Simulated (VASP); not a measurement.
Input of a VASP 6.6.1 run:

INCAR

```
SYSTEM = LiBe
PREC = Accurate
ENCUT = 750
EDIFF = 1E-8
ISMEAR = -1
SIGMA = 0.1
LREAL = .FALSE.
LASPH = .TRUE.
NELM = 120
ALGO = Normal
ISIF = 2
LWAVE = .FALSE.
LCHARG = .FALSE.
GGA = PE
IBRION = 8
NSW = 1
GGA_COMPAT = .FALSE.
```

The input KPOINTS:

```
regular mesh
0
G
  8 8 8
  0 0 0
```

POSCAR

```
LiBe
1.0
    2.8111500000      0.0000000000      0.0000000000
    0.0000000000      2.8111500000      0.0000000000
    0.0000000000      0.0000000000      2.8111500000
Li Be
1 1
Direct
    0.0000000000      0.0000000000      0.0000000000
    0.5000000000      0.5000000000      0.5000000000
```

Potentials or basis: VASP PAW PBE potentials, release 64 (Li_sv, Be).

Run with:

```console
$ cat potpaw_PBE.64/Li_sv/POTCAR potpaw_PBE.64/Be/POTCAR > POTCAR
$ mpirun -np 1 vasp_std > vasp.out
```

**Question.** Estimate the highest phonon frequency at Γ.

**Answer.** 556 cm⁻¹.

Phonon frequencies in cm⁻¹ (negative: imaginary):
| q point | frequencies |
| --- | --- |
| (0.000, 0.000, 0.000) | -1 -1 -1 556 556 556 |
